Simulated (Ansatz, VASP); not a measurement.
**One calculation of KMgF3, two programs**

File INCAR:

```
SYSTEM = KMgF3
  PREC = Accurate
  ENCUT = 600
  EDIFF = 1E-6
  ISMEAR = 0
  SIGMA = 0.01
  LREAL = .False.
  LASPH = .True.
  NELM = 120
  ALGO = Normal
  ISIF = 2
  LWAVE = .False.
  LCHARG = .False.
  GGA = PE
  NBANDS = 24
  GGA_COMPAT = .False.
```

File KPOINTS:

```
Automatic mesh
0
Gamma
  4 4 4
  0 0 0
```

The input POSCAR:

```
KMgF3
1.0
    3.9802355751      0.0000000000      0.0000000000
    0.0000000000      3.9802355751      0.0000000000
    0.0000000000      0.0000000000      3.9802355751
K Mg F
1 1 3
Direct
    0.5000000000      0.5000000000      0.5000000000
    0.0000000000      0.0000000000      0.0000000000
    0.5000000000      0.0000000000      0.0000000000
    0.0000000000      0.5000000000      0.0000000000
    0.0000000000      0.0000000000      0.5000000000
```

Input for Ansatz:

```yaml
crystal:
  lattice:
    - [3.9802355751, 0.0, 0.0]
    - [0.0, 3.9802355751, 0.0]
    - [0.0, 0.0, 3.9802355751]
  atoms:
    - { symbol: K, position: [0.5, 0.5, 0.5] }
    - { symbol: Mg, position: [0.0, 0.0, 0.0] }
    - { symbol: F, position: [0.5, 0.0, 0.0] }
    - { symbol: F, position: [0.0, 0.5, 0.0] }
    - { symbol: F, position: [0.0, 0.0, 0.5] }
kpoints:
  mp_grid: { grid: [4, 4, 4] }
hamiltonian:
  xc: pbe
scf:
  occupations: { method: fixed }
  n_extra_bands: 5
output:
  forces: true
  stress: true
  eigenvalues: true
  write_density: true
  write_potential: true
  elf: true
  volumetric_format: npy
```

Alike in both runs: task single point; functional PBE; k mesh 4 × 4 × 4; no spin polarisation.

|  | VASP | Ansatz |
| --- | --- | --- |
| version | VASP 6.6.1 | Ansatz 0.2.0 |
| potentials or method | VASP PAW PBE potentials, release 64 (K_sv, Mg, F) | plane waves, PAW |
| plane-wave cutoff (eV) | 600 | 420 |
| occupations | gaussian, width 0.01 eV | fixed |
| valence electrons in the cell | 32 | 40 |

|  | VASP | Ansatz | Ansatz less VASP |
| --- | --- | --- | --- |
| gap on the k mesh at the Fermi level (eV) | 7.34 | 7.37 | +0.028 |
| pressure (GPa) | 3.6 | 4.1 | +0.55 |

VASP's potentials hold 32 valence electrons a cell and Ansatz's 40, so a difference there can come from the potentials and not from the codes.
